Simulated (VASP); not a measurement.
# MgZn3O3 (Pmmm) in VASP: a series of runs

MgZn3O3 is run at these levels: PBE; tasks: single point.

Everything below comes from runs of VASP 6.6.1. Logs are shortened: lines on timing, memory, paths and dates and some standing lists are left out, and cuts for length are marked.

## Step 1: The cell of the first run

The structure is orthorhombic, space group Pmmm (No. 47). Conventional cell: a = 3.040 Å, b = 4.127 Å, c = 6.687 Å, α = 90.00°, β = 90.00°, γ = 90.00°. Within 2.5 Å of Mg (site symmetry mmm) lie 2 O at 1.92 Å. Zn (site symmetry mm2) has 4 O at 2.06 to 2.49 Å within 2.7 Å. Zn (site symmetry mmm) has 4 O at 2.08 Å within 2.8 Å. Within 2.5 Å of O (site symmetry mm2) lie 1 Mg at 1.92 Å and 4 Zn at 2.06 to 2.08 Å. O (site symmetry mmm) has 4 Zn at 2.49 Å and 4 Mg at 2.56 Å and 10 O at 3.04 to 3.20 Å within 3.3 Å.

## Step 2: Single point, PBE

INCAR reads:

```
SYSTEM = MgZn3O3
PREC = Accurate
ENCUT = 520
EDIFF = 1E-7
ISMEAR = 0
SIGMA = 0.1
LREAL = .False.
LASPH = .True.
NELM = 100
ALGO = Normal
ISIF = 2
LWAVE = .False.
LCHARG = .False.
GGA = PE
NBANDS = 37
```

KPOINTS reads:

```
regular mesh
0
Gamma
  12 10 6
  0 0 0
```

POSCAR reads:

```
MgZn3O3
1.0
    3.0404794985      0.0000000000      0.0000000000
    0.0000000000      4.1270945056      0.0000000000
    0.0000000000      0.0000000000      6.6867529333
Mg Zn O
1 3 3
Direct
    0.5000000000      0.0000000000      0.0000000000
    0.5000000000      0.5000000000      0.2944053773
    0.5000000000      0.5000000000      0.7055946227
    0.0000000000      0.0000000000      0.5000000000
    0.5000000000      0.0000000000      0.2874790315
    0.0000000000      0.5000000000      0.0000000000
    0.5000000000      0.0000000000      0.7125209685
```

Potentials or basis: VASP PAW PBE potentials, release 64 (Mg, Zn, O).

Run with:

```sh
cat potpaw_PBE.64/Mg/POTCAR potpaw_PBE.64/Zn/POTCAR potpaw_PBE.64/O/POTCAR > POTCAR
mpirun -np 1 vasp_std > vasp.out
```

OUTCAR:

```text
SYSTEM = MgZn3O3
   PREC = Accurate
   ENCUT = 520
   EDIFF = 1E-7
   ISMEAR = 0
   LREAL = .False.
   LASPH = .True.
   NELM = 100
   ISIF = 2
   GGA = PE

 ion  position               nearest neighbor table
   1  0.500  0.000  0.000-   5 1.92   7 1.92   6 2.56   6 2.56   6 2.56   6 2.56   3 2.85   3 2.85
                             2 2.85   2 2.85
   2  0.500  0.500  0.294-   5 2.06   5 2.06   6 2.49   6 2.49   3 2.75   1 2.85   1 2.85   4 2.91
                             4 2.91   4 2.91   4 2.91
   3  0.500  0.500  0.706-   7 2.06   7 2.06   6 2.49   6 2.49   2 2.75   1 2.85   1 2.85   4 2.91
                             4 2.91   4 2.91   4 2.91
   4  0.000  0.000  0.500-   5 2.08   7 2.08   5 2.08   7 2.08   2 2.91   3 2.91   2 2.91   3 2.91
                             2 2.91   3 2.91   2 2.91   3 2.91
   5  0.500  0.000  0.287-   1 1.92   2 2.06   2 2.06   4 2.08   4 2.08
   6  0.000  0.500  0.000-   2 2.49   3 2.49   2 2.49   3 2.49   1 2.56   1 2.56   1 2.56   1 2.56

   7  0.500  0.000  0.713-   1 1.92   3 2.06   3 2.06   4 2.08   4 2.08

  LATTYP: Found a simple orthorhombic cell.
 ALAT       =     3.0404794985
 B/A-ratio  =     1.3573827772
 C/A-ratio  =     2.1992428946

  Lattice vectors:

 A1 = (   3.0404794985,   0.0000000000,   0.0000000000)
 A2 = (   0.0000000000,   4.1270945056,   0.0000000000)
 A3 = (   0.0000000000,   0.0000000000,   6.6867529333)

Analysis of symmetry for initial positions (statically):
=====================================================================
 Subroutine PRICEL returns:
 Original cell was already a primitive cell.

 Routine SETGRP: Setting up the symmetry group for a
 simple orthorhombic supercell.

 Subroutine GETGRP returns: Found  8 space group operations
 (whereof  8 operations were pure point group operations)
 out of a pool of  8 trial point group operations.

The static configuration has the point symmetry D_2h.

Analysis of symmetry for dynamics (positions and initial velocities):
=====================================================================
 Subroutine PRICEL returns:
 Original cell was already a primitive cell.

 Routine SETGRP: Setting up the symmetry group for a
 simple orthorhombic supercell.

 Subroutine GETGRP returns: Found  8 space group operations
 (whereof  8 operations were pure point group operations)
 out of a pool of  8 trial point group operations.

The dynamic configuration has the point symmetry D_2h.

 Subroutine INISYM returns: Found  8 space group operations
 (whereof  8 operations are pure point group operations),
 and found     1 'primitive' translations

----------------------------------------------------------------------------------------

                                     Primitive cell

  volume of cell :      83.9077

  direct lattice vectors                    reciprocal lattice vectors
     3.040479498  0.000000000  0.000000000     0.328895492  0.000000000  0.000000000
     0.000000000  4.127094506  0.000000000     0.000000000  0.242301212  0.000000000
     0.000000000  0.000000000  6.686752933     0.000000000  0.000000000  0.149549417

  length of vectors
     3.040479498  4.127094506  6.686752933     0.328895492  0.242301212  0.149549417

  position of ions in fractional coordinates (direct lattice)
     0.500000000  0.000000000  0.000000000
     0.500000000  0.500000000  0.294405377
     0.500000000  0.500000000  0.705594623
     0.000000000  0.000000000  0.500000000
     0.500000000  0.000000000  0.287479031
     0.000000000  0.500000000  0.000000000
     0.500000000  0.000000000  0.712520969

  ion indices of the primitive-cell ions
   primitive index   ion index
                 1           1
                 2           2
                 3           3
                 4           4
                 5           5
                 6           6
                 7           7

----------------------------------------------------------------------------------------

 KPOINTS: regular mesh

Automatic generation of k-mesh.
 Grid dimensions read from file:
 generate k-points for:   12   10    6

 Generating k-lattice:

  Cartesian coordinates                     Fractional coordinates (reciprocal lattice)
     0.027407958  0.000000000  0.000000000     0.083333333  0.000000000  0.000000000
     0.000000000  0.024230121  0.000000000     0.000000000  0.100000000  0.000000000
     0.000000000  0.000000000  0.024924903     0.000000000  0.000000000  0.166666667

  Length of vectors
     0.027407958  0.024230121  0.024924903

  Shift w.r.t. Gamma in fractional coordinates (k-lattice)
     0.000000000  0.000000000  0.000000000

 Subroutine IBZKPT returns following result:
 ===========================================

 Found    168 irreducible k-points:

 Following reciprocal coordinates:
            Coordinates               Weight
  0.000000  0.000000  0.000000      1.000000
  0.083333  0.000000  0.000000      2.000000
  0.166667  0.000000  0.000000      2.000000
  0.250000  0.000000  0.000000      2.000000
  0.333333  0.000000  0.000000      2.000000
  0.416667  0.000000  0.000000      2.000000
[... 16 lines left out ...]
  0.083333  0.300000  0.000000      4.000000
  0.166667  0.300000  0.000000      4.000000
 [... further k-points ...]
   k-points           NKPTS =    168   k-points in BZ     NKDIM =    168   number of bands    NBANDS=     37
   number of dos      NEDOS =    301   number of ions     NIONS =      7
   total plane-waves  NPLWV =  38400
   dimension x,y,z NGX =    24 NGY =   32 NGZ =   50
   dimension x,y,z NGXF=    48 NGYF=   64 NGZF=  100
   ions per type =               1   3   3
   NGX,Y,Z   is equivalent  to a cutoff of  13.12, 12.89, 12.43 a.u.
   NGXF,Y,Z  is equivalent  to a cutoff of  26.25, 25.78, 24.86 a.u.
 SYSTEM =  MgZn3O3
   PREC   = accura    normal or accurate (medium, high low for compatibility)
   ISTART =      0    job   : 0-new  1-cont  2-samecut
   ICHARG =      2    charge: 1-file 2-atom 10-const
   ISPIN  =      1    spin polarized calculation?
   LNONCOLLINEAR =      F non collinear calculations
   LSORBIT =      F    spin-orbit coupling
   LASPH  =      T    aspherical Exc in radial PAW
   ENCUT  =  520.0 eV  38.22 Ry    6.18 a.u.   5.65  7.67 12.43*2*pi/ulx,y,z
   NELM   =    100;   NELMIN=  2; NELMDL= -5     # of ELM steps
   EDIFF  = 0.1E-06   stopping-criterion for ELM
   LREAL  =      F    real-space projection
   EDIFFG = 0.1E-05   stopping-criterion for IOM
   NSW    =      0    number of steps for IOM
   IBRION =     -1    ionic relax: 0-MD 1-quasi-New 2-CG
   NFREE  =      0    steps in history (QN), initial steepest desc. (CG)
   ISIF   =      2    stress and relaxation
   ISYM   =      2    0-nonsym 1-usesym 2-fastsym
   POTIM  = 0.5000    time-step for ionic-motion
   TEBEG  =    0.0;   TEEND  =   0.0 temperature during run
   PSTRESS=    0.0 pullay stress
   NELECT =      56.0000    total number of electrons
   NUPDOWN=      -1.0000    fix difference up-down
   EMIN   =  10.00;   EMAX   =-10.00  energy-range for DOS
   EFERMI =   0.00;   METHOD = LEGACY
   ISMEAR =     0;   SIGMA  =   0.10  broadening in eV -4-tet -1-fermi 0-gaus
   EFERMI_NEDOS =   21; number of points for ismear=-14 and -15
   IALGO  =     38    algorithm
   IMIX   =      4    mixing-type and parameters
     AMIX     =   0.40;   BMIX     =  1.00
     AMIX_MAG =   1.60;   BMIX_MAG =  1.00
  volume/ion in A,a.u.               =      11.99        80.89
  Fermi-wavevector in a.u.,A,eV,Ry     =   1.430662  2.703558 27.848304  2.046793
  Thomas-Fermi vector in A             =   2.550483
   LORBIT       =      0    0 simple, 1 ext, 2 COOP (PROOUT), +10 PAW based schemes
   GGA     = PE    functional components
   LHFCALC =     F    Hartree Fock is set to
   AEXX    =    0.0000 exact exchange contribution
   IVDW    =     0    specifies the selected vdW correction
   LEPSILON=     F    determine dielectric tensor
   LRPA    =     F    only Hartree local field effects (RPA)
 non-spin polarized calculation
 Gauss-broadening in eV      SIGMA  =   0.10
  energy-cutoff  :      520.00
  volume of cell :       83.91
 maximum number of plane-waves:      2297
 NGX is ok and might be reduce to    24
   NGX = 11   NGY = 15   NGZ = 25

 number of electron      55.9999986 magnetization

 Free energy of the ion-electron system (eV)
  ---------------------------------------------------
  ext. energy  EPLUGINS =         0.00000000
  ---------------------------------------------------
  free energy    TOTEN  =       -27.35644467 eV

  energy without entropy =      -27.35433618  energy(sigma->0) =      -27.35539042

 E-fermi :   3.5778     XC(G=0): -11.0655

 val. band max:        3.5520137026   @ k =   0.0833   0.1000   0.3333
 cond. band min:       3.6128927870   @ k =   0.5000   0.1000   0.0000
 fundamental gap:      0.0608790844
 Fermi energy:         3.5778011178

 k-point     1 :       0.0000    0.0000    0.0000
  band No.  band energies     occupation
      1     -16.2966      2.00000
      2     -15.7534      2.00000
      3     -14.0059      2.00000
      4      -4.6277      2.00000
      5      -3.9181      2.00000
      6      -3.7647      2.00000
[... 29 lines left out ...]
     36      12.6492      0.00000
     37      12.7811      0.00000

 k-point     2 :       0.0833    0.0000    0.0000
  band No.  band energies     occupation
      1     -16.2654      2.00000
      2     -15.7394      2.00000
      3     -13.9834      2.00000
      4      -4.5600      2.00000
      5      -3.9066      2.00000
      6      -3.8016      2.00000
[... 29 lines left out ...]
     36      12.4368      0.00000
     37      12.8211      0.00000

 k-point     3 :       0.1667    0.0000    0.0000
  band No.  band energies     occupation
      1     -16.1784      2.00000
      2     -15.7010      2.00000
      3     -13.9216      2.00000
      4      -4.3657      2.00000
      5      -3.8938      2.00000
      6      -3.8461      2.00000
[... 29 lines left out ...]
     36      12.2630      0.00000
     37      12.9378      0.00000

 k-point     4 :       0.2500    0.0000    0.0000
  band No.  band energies     occupation
      1     -16.0550      2.00000
      2     -15.6476      2.00000
      3     -13.8356      2.00000
      4      -4.0854      2.00000
      5      -3.8816      2.00000
      6      -3.8475      2.00000
[... 29 lines left out ...]
     36      11.9909      0.00000
     37      13.1210      0.00000
[... 683 lines left out ...]
      1     -16.1686      2.00000
      2     -15.6539      2.00000
      3     -14.0148      2.00000
      4      -4.9519      2.00000
      5      -4.5659      2.00000
      6      -4.5053      2.00000
[... 29 lines left out ...]
     36      13.0036      0.00000
     37      13.3807      0.00000

 k-point    23 :       0.0833    0.3000    0.0000
  band No.  band energies     occupation
      1     -16.1390      2.00000
      2     -15.6405      2.00000
      3     -13.9911      2.00000
      4      -4.8923      2.00000
      5      -4.5328      2.00000
      6      -4.5126      2.00000
[... 29 lines left out ...]
     36      12.4755      0.00000
     37      13.7216      0.00000

 k-point    24 :       0.1667    0.3000    0.0000
  band No.  band energies     occupation
      1     -16.0567      2.00000
      2     -15.6036      2.00000
      3     -13.9252      2.00000
      4      -4.7256      2.00000
      5      -4.5360      2.00000
      6      -4.4434      2.00000
[... 29 lines left out ...]
     36      12.3086      0.00000
     37      12.8540      0.00000

 [... further k-points ...]
[... 5 lines left out ...]
  --------------------------------------------------------------------------------------
  -------------------------------------------------------------------------------------
  Total        0.1824345      0.2907874      0.1144384      0.0000000      0.0000000      0.0000000
  in kB        3.4834991      5.5524462      2.1851465      0.0000000      0.0000000      0.0000000
  external PRESSURE =       3.7403639 kB  Pullay stress =       0.0000000 kB

 VOLUME and BASIS-vectors are now :
 -----------------------------------------------------------------------------
  energy-cutoff  :      520.00
  volume of cell :       83.91
      direct lattice vectors                 reciprocal lattice vectors
     3.040479498  0.000000000  0.000000000     0.328895492  0.000000000  0.000000000
     0.000000000  4.127094506  0.000000000     0.000000000  0.242301212  0.000000000
     0.000000000  0.000000000  6.686752933     0.000000000  0.000000000  0.149549417

 POSITION                                       TOTAL-FORCE (eV/Angst)
 -----------------------------------------------------------------------------------
      1.52024      0.00000      0.00000         0.000000      0.000000      0.000000
      1.52024      2.06355      1.96862         0.000000      0.000000      0.001443
      1.52024      2.06355      4.71814         0.000000     -0.000000     -0.001443
      0.00000      0.00000      3.34338         0.000000      0.000000      0.000000
      1.52024      0.00000      1.92230         0.000000      0.000000     -0.063862
      0.00000      2.06355      0.00000         0.000000      0.000000      0.000000
      1.52024      0.00000      4.76445         0.000000      0.000000      0.063862
 -----------------------------------------------------------------------------------
    total drift:                                0.000000     -0.000000      0.000000

  FREE ENERGIE OF THE ION-ELECTRON SYSTEM (eV)
  ---------------------------------------------------
  free  energy   TOTEN  =       -27.3564446670 eV

  energy  without entropy=      -27.3543361775  energy(sigma->0) =      -27.35539042
```

It took 7.4 min on 1 thread of Intel Xeon Platinum 8259CL at 2.50GHz (Skylake/Cascade Lake), shared host; peak memory 0.51 GiB.

What came out:

| Quantity | Value |
| --- | --- |
| Free energy | -27.3564 eV |
| Pressure | 0.4 GPa |
| Largest force | 0.064 eV/Å |
| Band gap on the k mesh | zero (band 28 reaches 3.97 eV, above the bottom of band 29 at 2.39 eV) |

Forces in eV/Å, atoms in the order of the input:
```
Mg   0.000  0.000  0.000
Zn   0.000  0.000  0.001
Zn   0.000  0.000 -0.001
Zn   0.000  0.000  0.000
O    0.000  0.000 -0.064
O    0.000  0.000  0.000
O    0.000  0.000  0.064
```

Stress tensor (GPa, compression positive):
```
0.35 0.00 0.00
0.00 0.56 0.00
0.00 0.00 0.22
```

## Step 3: Single point, PBE, collinear spin, ferromagnetic start

INCAR reads:

```
PREC = Accurate ; ENCUT = 520
EDIFF = 1E-6 ; ISMEAR = 0
SIGMA = 0.1 ; LREAL = F
LASPH = T ; NELM = 150
ALGO = Normal ; ISIF = 2
LWAVE = F ; LCHARG = F
ISPIN = 2 ; MAGMOM = 0 0 0 0 1 1 1
LORBIT = 11 ; GGA = PE
NBANDS = 41
```

KPOINTS reads:

```
Automatic mesh
0
Gamma
  6 4 4
```

POSCAR reads:

```
MgZn3O3
1.0
    3.0403838528      0.0000000000      0.0000000000
    0.0000000000      4.1259265535      0.0000000000
    0.0000000000      0.0000000000      6.6941385248
Mg Zn O
1 3 3
Direct
    0.5000000000      0.0000000000      0.0000000000
    0.5000000000      0.5000000000      0.2935530705
    0.5000000000      0.5000000000      0.7064469295
    0.0000000000      0.0000000000      0.5000000000
    0.5000000000      0.0000000000      0.2875939856
    0.0000000000      0.5000000000      0.0000000000
    0.5000000000      0.0000000000      0.7124060144
```

Potentials or basis: VASP PAW PBE potentials, release 64 (Mg, Zn, O).

Run with:

```sh
cat potpaw_PBE.64/Mg/POTCAR potpaw_PBE.64/Zn/POTCAR potpaw_PBE.64/O/POTCAR > POTCAR
mpirun -np 1 vasp_std > vasp.out
```

Run time: 1.9 min. Hardware: 1 thread of Intel Xeon 6975P-C (Granite Rapids), shared host; peak memory 0.33 GiB.

It converged, with:

```
Free energy                                           : -27.3432 eV
Pressure                                              : 0.2 GPa
Largest force                                         : 0.064 eV/Å
Band gap on the k mesh                                : zero (filled and empty bands overlap)
Net moment                                            : 0.00 μB per cell
Valence electrons inside the program's atomic spheres : Mg 0.36; Zn 10.68, 10.72; O 5.03, 4.87
```

Forces on the atoms (eV/Å):
```
Mg   0.000  0.000  0.000
Zn   0.000  0.000 -0.013
Zn   0.000  0.000  0.013
Zn   0.000  0.000  0.000
O    0.000  0.000 -0.064
O    0.000  0.000  0.000
O    0.000  0.000  0.064
```

Levels at points of the mesh, in eV from the Fermi level:
Spin up:
| k point | band 25 | band 26 | band 27 | band 28 | band 29 | band 30 | band 31 | band 32 |
| --- | --- | --- | --- | --- | --- | --- | --- | --- |
| (0.00, 0.00, 0.00) | -3.43 | -3.20 | -2.50 | -2.03 | 1.10 | 1.67 | 3.25 | 4.36 |
| (0.50, 0.00, 0.00) | -3.22 | -3.05 | -2.83 | -0.26 | 0.54 | 2.00 | 3.05 | 4.35 |
| (0.00, 0.50, 0.00) | -2.33 | -2.31 | -2.09 | -0.88 | 1.25 | 2.42 | 3.55 | 4.45 |
| (0.50, 0.50, 0.00) | -3.50 | -3.27 | -3.00 | -1.34 | 1.85 | 3.20 | 3.61 | 4.24 |
| (0.00, 0.00, 0.50) | -3.11 | -2.65 | -1.92 | -1.71 | -1.38 | 2.72 | 4.36 | 4.65 |
| (0.50, 0.00, 0.50) | -3.14 | -3.05 | -2.87 | -0.76 | 0.92 | 3.05 | 3.50 | 3.88 |
| (0.00, 0.50, 0.50) | -3.36 | -2.31 | -2.08 | -0.59 | 1.07 | 2.19 | 3.90 | 5.19 |
| (0.50, 0.50, 0.50) | -3.32 | -3.30 | -2.96 | -0.08 | 1.82 | 2.12 | 3.32 | 4.88 |
Spin down:
| k point | band 26 | band 27 | band 28 | band 29 | band 30 | band 31 |
| --- | --- | --- | --- | --- | --- | --- |
| (0.00, 0.00, 0.00) | -3.20 | -2.50 | -2.03 | 1.10 | 1.67 | 3.25 |
| (0.50, 0.00, 0.00) | -3.05 | -2.83 | -0.26 | 0.54 | 2.00 | 3.05 |
| (0.00, 0.50, 0.00) | -2.31 | -2.09 | -0.88 | 1.25 | 2.42 | 3.55 |
| (0.50, 0.50, 0.00) | -3.27 | -3.00 | -1.34 | 1.85 | 3.20 | 3.61 |
| (0.00, 0.00, 0.50) | -2.65 | -1.92 | -1.71 | -1.38 | 2.72 | 4.36 |
| (0.50, 0.00, 0.50) | -3.05 | -2.87 | -0.76 | 0.92 | 3.05 | 3.50 |
| (0.00, 0.50, 0.50) | -2.31 | -2.08 | -0.59 | 1.07 | 2.19 | 3.90 |
| (0.50, 0.50, 0.50) | -3.30 | -2.96 | -0.08 | 1.82 | 2.12 | 3.32 |

Caveat: the k points lie up to 0.38 Å⁻¹ apart.
